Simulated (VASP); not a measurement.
# Mo in VASP: further runs

The runs below take Mo through single point, with PBE.

Everything below comes from runs of VASP 6.6.1. Logs are shortened: lines on timing, memory, paths and dates and some standing lists are left out, and cuts for length are marked.

**1. The cell of the first run**

The cell holds a slab with vacuum, 6 atoms: a = 4.470 Å, b = 4.470 Å, c = 18.562 Å, α = 90.00°, β = 90.00°, γ = 120.00°.

**2. Single point, PBE**

File INCAR:

```
SYSTEM = Mo
  PREC = Accurate
  ENCUT = 520
  EDIFF = 1E-6
  ISMEAR = 0
  SIGMA = 0.1
  LREAL = .FALSE.
  LASPH = .TRUE.
  NELM = 60
  ALGO = Normal
  ISIF = 2
  LWAVE = .FALSE.
  LCHARG = .TRUE.
  LDIPOL = .TRUE.
  IDIPOL = 3
  DIPOL = 0.5 0.5 0.495
  GGA = PE
  LELF = .TRUE.
  LVHAR = .TRUE.
  LVACPOTAV = .TRUE.
  NBANDS = 51
```

File KPOINTS:

```
regular mesh
0
G
  9 9 1
  0 0 0
```

File POSCAR:

```
Mo
1.0
    4.4695765307      0.0000000000      0.0000000000
   -2.2347882654      3.8707668198      0.0000000000
    0.0000000000      0.0000000000     18.5617424444
Mo
6
Direct
    0.6666666667      0.3333333333      0.3771197678
    0.3333333333      0.6666666667      0.4262718607
    0.0000000000      0.0000000000      0.4754239536
    0.6666666667      0.3333333333      0.5202445087
    0.3333333333      0.6666666667      0.5639865971
    0.0000000000      0.0000000000      0.6066007415
```

Potentials or basis: VASP PAW PBE potentials, release 64 (Mo_sv).

Launch:

```bash
$ cat potpaw_PBE.64/Mo_sv/POTCAR > POTCAR
$ mpirun -np 1 vasp_std > vasp.out
```

OUTCAR:

```text
SYSTEM = Mo
   PREC = Accurate
   ENCUT = 520
   EDIFF = 1E-6
   ISMEAR = 0
   LREAL = .FALSE.
   LASPH = .TRUE.
   NELM = 60
   ISIF = 2
   GGA = PE

 ion  position               nearest neighbor table
   1  0.667  0.333  0.377-   4 2.66   2 2.74   2 2.74   2 2.74   3 3.16   3 3.16   3 3.16
   2  0.333  0.667  0.426-   5 2.56   1 2.74   3 2.74   1 2.74   3 2.74   3 2.74   1 2.74   4 3.11
                             4 3.11   4 3.11
   3  0.000  0.000  0.475-   6 2.43   4 2.71   4 2.71   4 2.71   2 2.74   2 2.74   2 2.74   5 3.06
                             5 3.06   5 3.06   1 3.16   1 3.16   1 3.16
   4  0.667  0.333  0.520-   1 2.66   5 2.71   5 2.71   5 2.71   3 2.71   3 2.71   3 2.71   6 3.04
                             6 3.04   6 3.04   2 3.11   2 3.11   2 3.11
   5  0.333  0.667  0.564-   2 2.56   6 2.70   6 2.70   6 2.70   4 2.71   4 2.71   4 2.71   3 3.06
                             3 3.06   3 3.06
   6  0.000  0.000  0.607-   3 2.43   5 2.70   5 2.70   5 2.70   4 3.04   4 3.04   4 3.04

  LATTYP: Found a hexagonal cell.
 ALAT       =     4.4695765307
 C/A-ratio  =     4.1529085176

  Lattice vectors:

 A1 = (   4.4695765307,   0.0000000000,   0.0000000000)
 A2 = (  -2.2347882654,   3.8707668198,   0.0000000000)
 A3 = (   0.0000000000,   0.0000000000,  18.5617424444)

Analysis of symmetry for initial positions (statically):
=====================================================================
 Subroutine PRICEL returns:
 Original cell was already a primitive cell.

 Routine SETGRP: Setting up the symmetry group for a
 hexagonal supercell.

 Subroutine GETGRP returns: Found  6 space group operations
 (whereof  6 operations were pure point group operations)
 out of a pool of 24 trial point group operations.

The static configuration has the point symmetry C_3v.

Analysis of symmetry for dynamics (positions and initial velocities):
=====================================================================
 Subroutine PRICEL returns:
 Original cell was already a primitive cell.

 Routine SETGRP: Setting up the symmetry group for a
 hexagonal supercell.

 Subroutine GETGRP returns: Found  6 space group operations
 (whereof  6 operations were pure point group operations)
 out of a pool of 24 trial point group operations.

The dynamic configuration has the point symmetry C_3v.

 Subroutine INISYM returns: Found  6 space group operations
 (whereof  6 operations are pure point group operations),
 and found     1 'primitive' translations

----------------------------------------------------------------------------------------

                                     Primitive cell

  volume of cell :     321.1309

  direct lattice vectors                    reciprocal lattice vectors
     4.469576531  0.000000000  0.000000000     0.223734842  0.129173371  0.000000000
    -2.234788265  3.870766820  0.000000000     0.000000000  0.258346743  0.000000000
     0.000000000  0.000000000 18.561742444     0.000000000  0.000000000  0.053874253

  length of vectors
     4.469576531  4.469576531 18.561742444     0.258346743  0.258346743  0.053874253

  position of ions in fractional coordinates (direct lattice)
     0.666666667  0.333333333  0.377119768
     0.333333333  0.666666667  0.426271861
     0.000000000  0.000000000  0.475423954
     0.666666667  0.333333333  0.520244509
     0.333333333  0.666666667  0.563986597
     0.000000000  0.000000000  0.606600742

  ion indices of the primitive-cell ions
   primitive index   ion index
                 1           1
                 2           2
                 3           3
                 4           4
                 5           5
                 6           6

----------------------------------------------------------------------------------------

 KPOINTS: regular mesh

Automatic generation of k-mesh.
 Grid dimensions read from file:
 generate k-points for:    9    9    1

 Generating k-lattice:

  Cartesian coordinates                     Fractional coordinates (reciprocal lattice)
     0.024859427  0.014352597  0.000000000     0.111111111  0.000000000  0.000000000
     0.000000000  0.028705194  0.000000000     0.000000000  0.111111111  0.000000000
     0.000000000  0.000000000  0.053874253     0.000000000  0.000000000  1.000000000

  Length of vectors
     0.028705194  0.028705194  0.053874253

  Shift w.r.t. Gamma in fractional coordinates (k-lattice)
     0.000000000  0.000000000  0.000000000

 Subroutine IBZKPT returns following result:
 ===========================================

 Found     12 irreducible k-points:

 Following reciprocal coordinates:
            Coordinates               Weight
  0.000000  0.000000  0.000000      1.000000
  0.111111 -0.000000  0.000000      6.000000
  0.222222 -0.000000  0.000000      6.000000
  0.333333  0.000000  0.000000      6.000000
  0.444444 -0.000000  0.000000      6.000000
  0.111111  0.111111  0.000000      6.000000
  0.222222  0.111111  0.000000     12.000000
  0.333333  0.111111  0.000000     12.000000
  0.444444  0.111111  0.000000      6.000000
  0.222222  0.222222  0.000000      6.000000
  0.333333  0.222222  0.000000     12.000000
  0.333333  0.333333  0.000000      2.000000
   k-points           NKPTS =     12   k-points in BZ     NKDIM =     12   number of bands    NBANDS=     51
   number of dos      NEDOS =    301   number of ions     NIONS =      6
   total plane-waves  NPLWV = 181440
   dimension x,y,z NGX =    36 NGY =   36 NGZ =  140
   dimension x,y,z NGXF=    72 NGYF=   72 NGZF=  280
   ions per type =               6
   NGX,Y,Z   is equivalent  to a cutoff of  13.39, 13.39, 12.54 a.u.
   NGXF,Y,Z  is equivalent  to a cutoff of  26.78, 26.78, 25.08 a.u.
 SYSTEM =  Mo
   PREC   = accura    normal or accurate (medium, high low for compatibility)
   ISTART =      0    job   : 0-new  1-cont  2-samecut
   ICHARG =      2    charge: 1-file 2-atom 10-const
   ISPIN  =      1    spin polarized calculation?
   LNONCOLLINEAR =      F non collinear calculations
   LSORBIT =      F    spin-orbit coupling
   LASPH  =      T    aspherical Exc in radial PAW
   ENCUT  =  520.0 eV  38.22 Ry    6.18 a.u.   8.31  8.31 34.51*2*pi/ulx,y,z
   NELM   =     60;   NELMIN=  2; NELMDL= -5     # of ELM steps
   EDIFF  = 0.1E-05   stopping-criterion for ELM
   LREAL  =      F    real-space projection
   EDIFFG = 0.1E-04   stopping-criterion for IOM
   NSW    =      0    number of steps for IOM
   IBRION =     -1    ionic relax: 0-MD 1-quasi-New 2-CG
   NFREE  =      0    steps in history (QN), initial steepest desc. (CG)
   ISIF   =      2    stress and relaxation
   ISYM   =      2    0-nonsym 1-usesym 2-fastsym
   POTIM  = 0.5000    time-step for ionic-motion
   TEBEG  =    0.0;   TEEND  =   0.0 temperature during run
   PSTRESS=    0.0 pullay stress
   NELECT =      84.0000    total number of electrons
   NUPDOWN=      -1.0000    fix difference up-down
   EMIN   =  10.00;   EMAX   =-10.00  energy-range for DOS
   EFERMI =   0.00;   METHOD = LEGACY
   ISMEAR =     0;   SIGMA  =   0.10  broadening in eV -4-tet -1-fermi 0-gaus
   EFERMI_NEDOS =   21; number of points for ismear=-14 and -15
   IALGO  =     38    algorithm
   IMIX   =      4    mixing-type and parameters
     AMIX     =   0.40;   BMIX     =  1.00
     AMIX_MAG =   1.60;   BMIX_MAG =  1.00
  volume/ion in A,a.u.               =      53.52       361.18
  Fermi-wavevector in a.u.,A,eV,Ry     =   1.046985  1.978515 14.914408  1.096178
  Thomas-Fermi vector in A             =   2.181846
   LORBIT       =      0    0 simple, 1 ext, 2 COOP (PROOUT), +10 PAW based schemes
   GGA     = PE    functional components
   LHFCALC =     F    Hartree Fock is set to
   AEXX    =    0.0000 exact exchange contribution
   IVDW    =     0    specifies the selected vdW correction
   LEPSILON=     F    determine dielectric tensor
   LRPA    =     F    only Hartree local field effects (RPA)
 non-spin polarized calculation
 Gauss-broadening in eV      SIGMA  =   0.10
  energy-cutoff  :      520.00
  volume of cell :      321.13
 maximum number of plane-waves:      8688
 NGX is ok and might be reduce to    36
   NGX = 17   NGY = 17   NGZ = 69

 dipolmoment           0.000000      0.000000     -0.414835 electrons x Angstroem

 number of electron      84.0000010 magnetization

 dipolmoment           0.000000      0.000000      0.019143 electrons x Angstroem

 Free energy of the ion-electron system (eV)
  ---------------------------------------------------
  ext. energy  EPLUGINS =         0.00000000
  ---------------------------------------------------
  free energy    TOTEN  =       -58.72196483 eV

  energy without entropy =      -58.67596112  energy(sigma->0) =      -58.69896297

 E-fermi :   1.0514     XC(G=0):  -5.1380

 val. band max:        1.0132906574   @ k =   0.2222   0.2222   0.0000
 cond. band min:       1.0594813560   @ k =   0.1111  -0.0000   0.0000
 fundamental gap:      0.0461906986
 Fermi energy:         1.0514315895

 k-point     1 :       0.0000    0.0000    0.0000
  band No.  band energies     occupation
      1     -60.1050      2.00000
      2     -59.8761      2.00000
      3     -59.8277      2.00000
      4     -59.7883      2.00000
      5     -59.6490      2.00000
      6     -59.5803      2.00000
[... 43 lines left out ...]
     50       2.7856      0.00000
     51       3.1484      0.00000

 k-point     2 :       0.1111   -0.0000    0.0000
  band No.  band energies     occupation
      1     -60.0954      2.00000
      2     -59.8758      2.00000
      3     -59.8311      2.00000
      4     -59.7879      2.00000
      5     -59.6515      2.00000
      6     -59.5851      2.00000
[... 43 lines left out ...]
     50       2.8122      0.00000
     51       3.1143      0.00000

 k-point     3 :       0.2222   -0.0000    0.0000
  band No.  band energies     occupation
      1     -60.0684      2.00000
      2     -59.8788      2.00000
      3     -59.8399      2.00000
      4     -59.7849      2.00000
      5     -59.6582      2.00000
      6     -59.5979      2.00000
[... 43 lines left out ...]
     50       2.6946      0.00000
     51       3.0212      0.00000
[... 379 lines left out ...]
 k-point    11 :       0.3333    0.2222    0.0000
  band No.  band energies     occupation
      1     -59.9683      2.00000
      2     -59.9224      2.00000
      3     -59.8706      2.00000
      4     -59.7620      2.00000
      5     -59.6781      2.00000
      6     -59.6294      2.00000
[... 43 lines left out ...]
     50       2.4871      0.00000
     51       2.7483      0.00000

 k-point    12 :       0.3333    0.3333    0.0000
  band No.  band energies     occupation
      1     -59.9430      2.00000
      2     -59.9357      2.00000
      3     -59.8809      2.00000
      4     -59.7583      2.00000
      5     -59.6808      2.00000
      6     -59.6324      2.00000
[... 43 lines left out ...]
     50       2.4140      0.00000
     51       2.6804      0.00000

------------------------ aborting loop because EDIFF is reached ----------------------------------------

  FORCE on cell =-STRESS in cart. coord.  units (eV):
  Direction    XX          YY          ZZ          XY          YZ          ZX
  --------------------------------------------------------------------------------------
  -------------------------------------------------------------------------------------
  Total       -5.4408732     -5.4408732     -2.4339405      0.0000000      0.0000000      0.0000000
  in kB      -27.1454510    -27.1454510    -12.1433470      0.0000000      0.0000000      0.0000000
  external PRESSURE =     -22.1447496 kB  Pullay stress =       0.0000000 kB

 VOLUME and BASIS-vectors are now :
 -----------------------------------------------------------------------------
  energy-cutoff  :      520.00
  volume of cell :      321.13
      direct lattice vectors                 reciprocal lattice vectors
     4.469576531  0.000000000  0.000000000     0.223734842  0.129173371  0.000000000
    -2.234788265  3.870766820  0.000000000     0.000000000  0.258346743  0.000000000
     0.000000000  0.000000000 18.561742444     0.000000000  0.000000000  0.053874253

 POSITION                                       TOTAL-FORCE (eV/Angst)
 -----------------------------------------------------------------------------------
      2.23479      1.29026      7.00000         0.000000     -0.000000      1.530941
     -0.00000      2.58051      7.91235        -0.000000      0.000000     -0.206744
      0.00000      0.00000      8.82470         0.000000     -0.000000     -1.405927
      2.23479      1.29026      9.65664         0.000000      0.000000     -0.014983
     -0.00000      2.58051     10.46857         0.000000     -0.000000      0.023239
      0.00000      0.00000     11.25957         0.000000     -0.000000      0.073476
 -----------------------------------------------------------------------------------
    total drift:                               -0.000000      0.000000      0.000340

  FREE ENERGIE OF THE ION-ELECTRON SYSTEM (eV)
  ---------------------------------------------------
  free  energy   TOTEN  =       -58.7219648295 eV

  energy  without entropy=      -58.6759611163  energy(sigma->0) =      -58.69896297

 vacuum level on the upper side and lower side of the slab         4.926         4.726
```

Run time: 6.8 min. Hardware: 1 thread of Intel Xeon Platinum 8488C (Sapphire Rapids), shared host; peak memory 0.51 GiB.

What came out:

```
Free energy            : -58.7220 eV
Largest force          : 1.531 eV/Å
Band gap on the k mesh : zero (band 42 reaches 1.08 eV, above the bottom of band 43 at 0.98 eV)
```

Forces in eV/Å, atoms in the order of the input:
```
Mo   0.000  0.000  1.531
Mo   0.000  0.000 -0.207
Mo   0.000  0.000 -1.406
Mo   0.000  0.000 -0.015
Mo   0.000  0.000  0.023
Mo   0.000  0.000  0.073
```

Levels at points of the mesh, in eV from the Fermi level:
```
           k point  band 39  band 40  band 41  band 42  band 43  band 44  band 45  band 46
(0.00, 0.00, 0.00)    -1.23    -1.21    -1.21    -0.99    -0.07     1.14     1.14     1.26
```

**3. Single point, PBE**

This run uses another cell than the first one, of 60.29 Å³/atom, 1.126 times its volume.

File INCAR:

```
SYSTEM = Mo
PREC = Accurate ; ENCUT = 520
EDIFF = 1E-6 ; ISMEAR = 0
SIGMA = 0.1 ; LREAL = .FALSE.
LASPH = .TRUE. ; NELM = 60
ALGO = Normal ; ISIF = 2
LWAVE = .FALSE. ; LCHARG = .TRUE.
LDIPOL = .TRUE. ; IDIPOL = 3
DIPOL = 0.5 0.5 0.296 ; GGA = PE
LELF = .TRUE. ; LVHAR = .TRUE.
LVACPOTAV = .TRUE. ; NBANDS = 51
```

File KPOINTS:

```
Automatic mesh
0
G
  6 6 1
  0 0 0
```

File POSCAR:

```
Mo
1.0
    4.4695765303      0.0000000000      0.0000000000
   -2.2347882651      3.8707668194      0.0000000000
    0.0000000000      0.0000000000     20.9095667262
Mo
6
Direct
    0.6666666667      0.3333333333      0.1912999945
    0.3333333333      0.6666666667      0.2349330597
    0.0000000000      0.0000000000      0.2785661250
    0.6666666667      0.3333333333      0.3183540169
    0.3333333333      0.6666666667      0.3571845393
    0.0000000000      0.0000000000      0.3950137674
```

Potentials or basis: VASP PAW PBE potentials, release 64 (Mo_sv).

Launch:

```bash
$ cat potpaw_PBE.64/Mo_sv/POTCAR > POTCAR
$ mpirun -np 1 vasp_std > vasp.out
```

OUTCAR:

```text
SYSTEM = Mo
   PREC = Accurate
   ENCUT = 520
   EDIFF = 1E-6
   ISMEAR = 0
   LREAL = .FALSE.
   LASPH = .TRUE.
   NELM = 60
   ISIF = 2
   GGA = PE

 ion  position               nearest neighbor table
   1  0.667  0.333  0.191-   4 2.66   2 2.74   2 2.74   2 2.74   3 3.16   3 3.16   3 3.16
   2  0.333  0.667  0.235-   5 2.56   1 2.74   1 2.74   3 2.74   1 2.74   3 2.74   3 2.74   4 3.11
                             4 3.11   4 3.11
   3  0.000  0.000  0.279-   6 2.43   4 2.71   4 2.71   4 2.71   2 2.74   2 2.74   2 2.74   5 3.06
                             5 3.06   5 3.06   1 3.16   1 3.16   1 3.16
   4  0.667  0.333  0.318-   1 2.66   5 2.71   5 2.71   5 2.71   3 2.71   3 2.71   3 2.71   6 3.04
                             6 3.04   6 3.04   2 3.11   2 3.11   2 3.11
   5  0.333  0.667  0.357-   2 2.56   6 2.70   6 2.70   6 2.70   4 2.71   4 2.71   4 2.71   3 3.06
                             3 3.06   3 3.06
   6  0.000  0.000  0.395-   3 2.43   5 2.70   5 2.70   5 2.70   4 3.04   4 3.04   4 3.04

  LATTYP: Found a hexagonal cell.
 ALAT       =     4.4695765303
 C/A-ratio  =     4.6781986133

  Lattice vectors:

 A1 = (   4.4695765303,   0.0000000000,   0.0000000000)
[... 177 lines left out ...]
 Fermi energy:         0.5315035780

 k-point     1 :       0.0000    0.0000    0.0000
  band No.  band energies     occupation
      1     -60.6248      2.00000
      2     -60.3961      2.00000
      3     -60.3463      2.00000
      4     -60.3134      2.00000
      5     -60.1732      2.00000
      6     -60.1032      2.00000
[... 367 lines left out ...]
     50       1.8870      0.00000
     51       2.1585      0.00000

------------------------ aborting loop because EDIFF is reached ----------------------------------------

  FORCE on cell =-STRESS in cart. coord.  units (eV):
  Direction    XX          YY          ZZ          XY          YZ          ZX
  --------------------------------------------------------------------------------------
  -------------------------------------------------------------------------------------
  Total       -5.5903675     -5.5903675     -1.8696427     -0.0000000      0.0000000      0.0000000
  in kB      -24.7595372    -24.7595372     -8.2805804     -0.0000000      0.0000000      0.0000000
  external PRESSURE =     -19.2665516 kB  Pullay stress =       0.0000000 kB

 VOLUME and BASIS-vectors are now :
 -----------------------------------------------------------------------------
  energy-cutoff  :      520.00
  volume of cell :      361.75
      direct lattice vectors                 reciprocal lattice vectors
     4.469576530  0.000000000  0.000000000     0.223734842  0.129173371  0.000000000
    -2.234788265  3.870766819  0.000000000     0.000000000  0.258346743  0.000000000
     0.000000000  0.000000000 20.909566726     0.000000000  0.000000000  0.047824999

 POSITION                                       TOTAL-FORCE (eV/Angst)
 -----------------------------------------------------------------------------------
      2.23479      1.29026      4.00000         0.000000      0.000000      1.437918
     -0.00000      2.58051      4.91235        -0.000000      0.000000     -0.262524
      0.00000      0.00000      5.82470        -0.000000      0.000000     -1.375242
      2.23479      1.29026      6.65664         0.000000     -0.000000     -0.080681
     -0.00000      2.58051      7.46857         0.000000      0.000000      0.089666
      0.00000      0.00000      8.25957        -0.000000      0.000000      0.190862
 -----------------------------------------------------------------------------------
    total drift:                               -0.000000     -0.000000      0.000358

  FREE ENERGIE OF THE ION-ELECTRON SYSTEM (eV)
  ---------------------------------------------------
  free  energy   TOTEN  =       -58.7166819840 eV

  energy  without entropy=      -58.6637755543  energy(sigma->0) =      -58.69022877

 vacuum level on the upper side and lower side of the slab         4.376         4.175
```

It used 1000 s of CPU time on 1 thread of AMD EPYC 7R13 Processor (Zen 3), on a shared host.

What came out:

```
Free energy            : -58.7167 eV
Largest force          : 1.438 eV/Å
Band gap on the k mesh : zero (band 42 reaches 0.56 eV, above the bottom of band 43 at 0.45 eV)
```

Forces in eV/Å, atoms in the order of the input:
```
Mo   0.000  0.000  1.438
Mo   0.000  0.000 -0.263
Mo   0.000  0.000 -1.375
Mo   0.000  0.000 -0.081
Mo   0.000  0.000  0.090
Mo   0.000  0.000  0.191
```
